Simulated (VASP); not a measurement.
**LaMg: single point with LDA**

LaMg:

```
La Mg
1.0
     3.84228    0.00000    0.00000
     0.00000    3.84228    0.00000
     0.00000    0.00000    3.84228
La Mg
1 1
Direct
  0.00000 0.00000 0.00000
  0.50000 0.50000 0.50000
```

```json
{
 "Program": "VASP 6.6.1",
 "Task": "single point",
 "Functional": "LDA",
 "Potentials or basis": "VASP PAW LDA potentials, release 64 (La, Mg)",
 "Cutoff": "520 eV",
 "k mesh": "5 × 5 × 5",
 "Occupations": "gaussian, width 0.1 eV",
 "Spin": "no spin polarisation"
}
```

```yaml
Pressure: 0.1 GPa
```

Levels at points of the mesh, in eV from the Fermi level:
| k point | band 4 | band 5 | band 6 | band 7 | band 8 | band 9 |
| --- | --- | --- | --- | --- | --- | --- |
| (0.00, 0.00, 0.00) | -16.01 | -4.82 | -0.63 | -0.63 | 1.77 | 1.77 |

Wall time 7.1 s on 1 thread of AMD EPYC 7R13 Processor (Zen 3) (shared host), peak memory 0.12 GiB.

Caveat: spin-orbit coupling is left out, which moves the levels of the heavy elements.
